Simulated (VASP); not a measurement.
## Sn: single point with LDA

Sn:

```
Sn
1.0
    -2.89942    2.90080    1.55817
     2.90080   -2.89942    1.55817
     2.89858    2.89858   -1.55564
Sn
2
Direct
  0.00002 0.99998 0.00000
  0.74998 0.25002 0.50000
```

```yaml
Program: VASP 6.6.1
Task: single point
Functional: LDA
Potentials_or_basis: VASP PAW LDA potentials, release 64 (Sn_d)
Cutoff: 520 eV
k_mesh: 11 × 11 × 8
Occupations: fermi-dirac, width 0.1 eV
Spin: no spin polarisation
Dipole_correction: no
Further_INCAR_settings: ALGO = Normal; EDIFF = 1e-06; NBANDS = 21
```

| Item | Value |
| --- | --- |
| Pressure | 0.0 GPa |
| Band gap on the k mesh | zero (band 14 reaches 9.56 eV, above the bottom of band 15 at 5.75 eV) |

Levels at points of the mesh, in eV from the Fermi level:
```csv
k point,band 10,band 11,band 12,band 13,band 14,band 15,band 16,band 17,band 18,band 19
"(0.00, 0.00, 0.00)",-21.03,-11.39,-3.74,-2.09,-2.09,3.00,6.25,6.25,7.25,7.35
"(0.00, 0.00, 0.50)",-21.16,-9.10,-9.10,0.55,0.55,1.55,1.55,6.37,6.37,10.08
```

It took 93 s on 1 thread of Intel(R) Xeon(R) 6975P-C (Granite Rapids), with other jobs on the host, peak memory 0.34 GiB.

Caveat: spin-orbit coupling is left out, which moves the levels of the heavy elements.
